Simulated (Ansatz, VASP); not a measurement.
Ta4O: VASP beside Ansatz

Contents of INCAR:

```
SYSTEM = Ta4O
PREC = Accurate
ENCUT = 520
EDIFF = 1E-7
ISMEAR = 0
SIGMA = 0.1
LREAL = .False.
LASPH = .True.
NELM = 60
ALGO = Normal
ISIF = 2
LWAVE = .False.
LCHARG = .False.
GGA = PE
NBANDS = 33
```

The input KPOINTS:

```
Automatic mesh
0
Gamma
  4 4 4
  0 0 0
```

The input POSCAR:

```
Ta4O
1.0
    4.7240804300      0.0000000000      0.0000000000
    0.0000000000      4.7240804300      0.0000000000
    0.0000000000      0.0000000000      3.7925695000
Ta O
4 1
Direct
    0.3004995100      0.0000000000      0.6386128800
    0.6995004900      0.0000000000      0.6386128800
    0.0000000000      0.3004995100      0.6386128800
    0.0000000000      0.6995004900      0.6386128800
    0.5000000000      0.5000000000      0.2875764100
```

Input for Ansatz:

```yaml
crystal:
  lattice:
    - [4.72408043, 0.0, 0.0]
    - [0.0, 4.72408043, 0.0]
    - [0.0, 0.0, 3.7925695]
  atoms:
    - { symbol: Ta, position: [0.30049951, 0.0, 0.63861288] }
    - { symbol: Ta, position: [0.69950049, 0.0, 0.63861288] }
    - { symbol: Ta, position: [0.0, 0.30049951, 0.63861288] }
    - { symbol: Ta, position: [0.0, 0.69950049, 0.63861288] }
    - { symbol: O, position: [0.5, 0.5, 0.28757641] }
basis:
  ecutwfc: 420
kpoints:
  mp_grid: { grid: [4, 4, 4] }
hamiltonian:
  xc: pbe
scf:
  occupations: { method: gaussian, width: 0.1 }
  lower_state_search: "off"
output:
  forces: true
  stress: true
  eigenvalues: true
```

Alike in both runs: task single point; functional PBE; k mesh 4 × 4 × 4; occupations gaussian, width 0.1 eV; no spin polarisation.

|  | VASP | Ansatz |
| --- | --- | --- |
| version | VASP 6.6.1 | Ansatz 0.2.0 |
| potentials or method | VASP PAW PBE potentials, release 64 (Ta_pv, O), cutoff 520 eV | scalar-relativistic, plane waves, PAW |
| valence electrons in the cell | 50 | 58 |

|  | VASP | Ansatz | Ansatz less VASP |
| --- | --- | --- | --- |
| gap on the k mesh at the Fermi level (eV) | none | none | - |
| rms of the force components (eV/Å) | 1.024 | 0.749 | -0.2754 |

Atom by atom the forces differ by 0.314 eV/Å (rms over components). A gap of «none» marks a metal or a gap that the smearing closes. With one functional, cell and mesh, what is left measures potentials, basis and numerics. VASP's potentials hold 50 valence electrons a cell and Ansatz's 58, so a difference there can come from the potentials and not from the codes.

The k mesh is coarse, so the values compare programs but aren't converged. Neither program's run includes spin-orbit coupling.
